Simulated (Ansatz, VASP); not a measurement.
**SrCl2: VASP beside Ansatz**

```
CELL_PARAMETERS angstrom
0.00000 3.48835 3.48835
3.48835 0.00000 3.48835
3.48835 3.48835 0.00000
ATOMIC_POSITIONS crystal
Sr 0.99028 0.99978 0.99929
Cl 0.74941 0.75593 0.74881
Cl 0.26038 0.25031 0.24447
```

Change from the starting cell: atoms moved at random, drawn with an rms of 0.05 Å.

Alike in both runs: task single point; functional PBEsol; k mesh 7 × 7 × 7; occupations fermi-dirac, width 0.05 eV; no spin polarisation.

|  | VASP | Ansatz |
| --- | --- | --- |
| version | VASP 6.6.1 | Ansatz 0.2.0 |
| potentials or method | VASP PAW PBE potentials, release 64 (Sr_sv, Cl), cutoff 520 eV | all-electron LAPW, scalar-relativistic |

```tsv
	VASP	Ansatz	Ansatz less VASP
gap on the k mesh at the Fermi level (eV)	5.16	5.17	+0.010
least direct gap on the mesh (eV)	5.47	5.48	+0.007
pressure (GPa)	-0.9	-1.0	-0.12
traceless stress, the component that is largest in VASP (GPa)	0.21	0.20	-0.009
rms of the force components (eV/Å)	0.095	0.092	-0.0024
```

VASP's potentials were made for PBE, not for PBEsol. Atom by atom the forces differ by 0.002 eV/Å (rms over components). Ansatz ran all-electron here, and VASP with PAW potentials.
